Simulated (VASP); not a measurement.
# TiO2 (I4_1/amd) in VASP: notebook, part 2 of 2

VASP 6.6.1.

## (5) Single point, PBE (strain +0.000 along x and y, -0.030 along z)

INCAR

```
PREC = Accurate ; ENCUT = 520
EDIFF = 1E-6 ; ISMEAR = 0
SIGMA = 0.05 ; LREAL = False
LASPH = True ; NELM = 60
ALGO = Normal ; ISIF = 2
LWAVE = False ; LCHARG = False
GGA = PE ; NBANDS = 33
```

KPOINTS

```
regular mesh
0
Gamma
  10 10 10
```

POSCAR

```
TiO2
1.0
   -1.8996112692      1.8996112692      4.7029949528
    1.8996112692     -1.8996112692      4.7029949528
    1.8996112692      1.8996112692     -4.7029949528
Ti O
2 4
Direct
    0.0000000000      0.0000000000      0.0000000000
    0.7500000000      0.2500000000      0.5000000000
    0.2065067269      0.2065067269      0.0000000000
    0.9565067269      0.4565067269      0.5000000000
    0.5434932731      0.0434932731      0.5000000000
    0.7934932731      0.7934932731      0.0000000000
```

Potentials or basis: VASP PAW PBE potentials, release 64 (Ti_sv, O).

The run is started by

```
$ cat potpaw_PBE.64/Ti_sv/POTCAR potpaw_PBE.64/O/POTCAR > POTCAR
$ mpirun -np 1 vasp_std > vasp.out
```

OUTCAR:

```text
PREC = Accurate
   ENCUT = 520
   EDIFF = 1E-6
   ISMEAR = 0
   LREAL = False
   LASPH = True
   NELM = 60
   ISIF = 2
   GGA = PE

 ion  position               nearest neighbor table
   1  0.000  0.000  0.000-   3 1.94   6 1.94   5 1.94   4 1.94   5 1.94   4 1.94
   2  0.750  0.250  0.500-   4 1.94   5 1.94   6 1.94   3 1.94   6 1.94   3 1.94
   3  0.207  0.207  0.000-   1 1.94   2 1.94   2 1.94
   4  0.957  0.457  0.500-   2 1.94   1 1.94   1 1.94
   5  0.543  0.043  0.500-   2 1.94   1 1.94   1 1.94
   6  0.793  0.793  0.000-   1 1.94   2 1.94   2 1.94

  LATTYP: Found a body centered tetragonal cell.
 ALAT       =     3.7992225384
 C/A-ratio  =     2.4757670314

  Lattice vectors:

 A1 = (  -1.8996112692,   1.8996112692,   4.7029949528)
 A2 = (   1.8996112692,  -1.8996112692,   4.7029949528)
 A3 = (   1.8996112692,   1.8996112692,  -4.7029949528)

Analysis of symmetry for initial positions (statically):
=====================================================================
 Subroutine PRICEL returns:
 Original cell was already a primitive cell.

 Routine SETGRP: Setting up the symmetry group for a
 body centered tetragonal supercell.

[... 172 lines left out ...]
  free energy    TOTEN  =       -53.77068596 eV

  energy without entropy =      -53.77068596  energy(sigma->0) =      -53.77068596

 E-fermi :   3.6054     XC(G=0): -10.7442

 val. band max:        3.3611980825   @ k =  -0.4000   0.4000   0.0000
 cond. band min:       5.5208869721   @ k =   0.0000   0.0000   0.0000
 fundamental gap:      2.1596888897
 Fermi energy:         3.6053573974

 k-point     1 :       0.0000    0.0000    0.0000
  band No.  band energies     occupation
      1     -52.9361      2.00000
      2     -52.8704      2.00000
      3     -29.4333      2.00000
      4     -29.1654      2.00000
      5     -29.1654      2.00000
      6     -29.0865      2.00000
[... 853 lines left out ...]
     32      10.1067      0.00000
     33      10.7881      0.00000

 [... further k-points ...]
[... 5 lines left out ...]
  --------------------------------------------------------------------------------------
  -------------------------------------------------------------------------------------
  Total        2.1485443      2.1485443      5.8908373      0.0000000      0.0000000      0.0000000
  in kB       50.7096863     50.7096863    139.0348378      0.0000000      0.0000000      0.0000000
  external PRESSURE =      80.1514035 kB  Pullay stress =       0.0000000 kB

 VOLUME and BASIS-vectors are now :
 -----------------------------------------------------------------------------
  energy-cutoff  :      520.00
  volume of cell :       67.88
      direct lattice vectors                 reciprocal lattice vectors
    -1.899611269  1.899611269  4.702994953     0.000000000  0.263211747  0.106315232
     1.899611269 -1.899611269  4.702994953     0.263211747  0.000000000  0.106315232
     1.899611269  1.899611269 -4.702994953     0.263211747  0.263211747  0.000000000

 POSITION                                       TOTAL-FORCE (eV/Angst)
 -----------------------------------------------------------------------------------
      0.00000      0.00000      0.00000        -0.000000     -0.000000      0.000000
      0.00000      1.89961      2.35150        -0.000000     -0.000000      0.000000
      0.00000      0.00000      1.94240         0.000000     -0.000000      0.634674
      0.00000      1.89961      4.29390        -0.000000      0.000000      0.634674
      0.00000      1.89961      0.40910        -0.000000      0.000000     -0.634674
      0.00000      0.00000      7.46359         0.000000     -0.000000     -0.634674
 -----------------------------------------------------------------------------------
    total drift:                                0.000000      0.000000     -0.000000

  FREE ENERGIE OF THE ION-ELECTRON SYSTEM (eV)
  ---------------------------------------------------
  free  energy   TOTEN  =       -53.7706859571 eV

  energy  without entropy=      -53.7706859571  energy(sigma->0) =      -53.77068596
```

stdout:

```text
POSCAR found type information on POSCAR TiO
 POSCAR found :  2 types and       6 ions
 scaLAPACK will be used
 LDA part: xc-table for (Slater+PW92), standard interpolation
 POSCAR, INCAR and KPOINTS ok, starting setup
 FFT: planning ... GRIDC
 FFT: planning ... GRID_SOFT
 FFT: planning ... GRID
 WAVECAR not read
 entering main loop
```

Wall time 8.9 min (1 thread of Intel Xeon 8259CL, shared host); peak memory 0.36 GiB.

What came out:

```
Free energy            : -53.7707 eV
Pressure               : 8.0 GPa
Largest force          : 0.635 eV/Å
Band gap on the k mesh : 2.16 eV (least direct gap 2.44 eV)
```

Forces in eV/Å, atoms in the order of the input:
```
Ti   0.000  0.000  0.000
Ti   0.000  0.000  0.000
O    0.000  0.000  0.635
O    0.000  0.000  0.635
O    0.000  0.000 -0.635
O    0.000  0.000 -0.635
```

Caveat: the cell differs from its parent crystal (strain +0.000 along x and y, -0.030 along z); the cell stands under pressure.

## (6) Summary

```tsv
cell	gap on the mesh (eV)	pressure (GPa)	largest force (eV/Å)
a = 5.569 Å, angles 141.4, 141.4, 55.8°, 6 atoms	2.27	11.6	0.33
a = 5.460 Å, angles 139.9, 139.9, 58.0°, 6 atoms	2.22	11.1	0.27
a = 5.633 Å, angles 141.8, 141.8, 55.1°, 6 atoms	2.26	8.5	0.53
a = 5.416 Å, angles 138.9, 138.9, 59.5°, 6 atoms	2.16	8.0	0.63
```

Alike in all rows: task single point; level PBE; potentials or basis VASP PAW PBE potentials, release 64 (Ti_sv, O); no spin polarisation; k mesh 10 × 10 × 10; cutoff (eV) 520; smearing gaussian 0.05 eV.

Caveats: the cell stands under pressure.

Absolute energies hang on the potentials; compare differences alone.
